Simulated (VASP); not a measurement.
Runs of VASP 6.6.1 on CdS (Greenockite). The structure is that of space group P6_3mc (No. 186), or close to it. The cells are those of the table. 

| task | level | cell | gap on the mesh (eV) | pressure (GPa) |
| --- | --- | --- | --- | --- |
| single point | PBE | a = 4.150, b = 4.150, c = 6.939 Å, angles 90.0, 90.0, 120.0°, 4 atoms | (a) | 0.6 |
| single point | PBE | a = 4.150, b = 4.150, c = 6.602 Å, angles 90.0, 90.0, 120.0°, 4 atoms | 1.26 | 3.8 |
| single point | PBE | a = 4.150, b = 4.150, c = 6.737 Å, angles 90.0, 90.0, 120.0°, 4 atoms | 1.20 | 2.4 |
| electric field gradients | r2SCAN | a = 4.150, b = 4.150, c = 6.737 Å, angles 90.0, 90.0, 120.0°, 4 atoms | 1.66 | 1.0 |
| electric field gradients | PBEsol | a = 4.150, b = 4.150, c = 6.737 Å, angles 90.0, 90.0, 120.0°, 4 atoms | 1.06 | (b) |

Alike in all rows: potentials or basis VASP PAW PBE potentials, release 64 (Cd, S); no spin polarisation; k mesh 12 × 12 × 7; cutoff (eV) 520; smearing fermi-dirac 0.02 eV.

Q: Estimate the missing entries.

A: (a) 1.07; (b) -0.6.

Caveats: the PAW data sets were made with another functional, which shifts forces and pressure a little (some runs).

A k mesh can miss the band edges, and the runs leave out spin-orbit coupling on Cd.
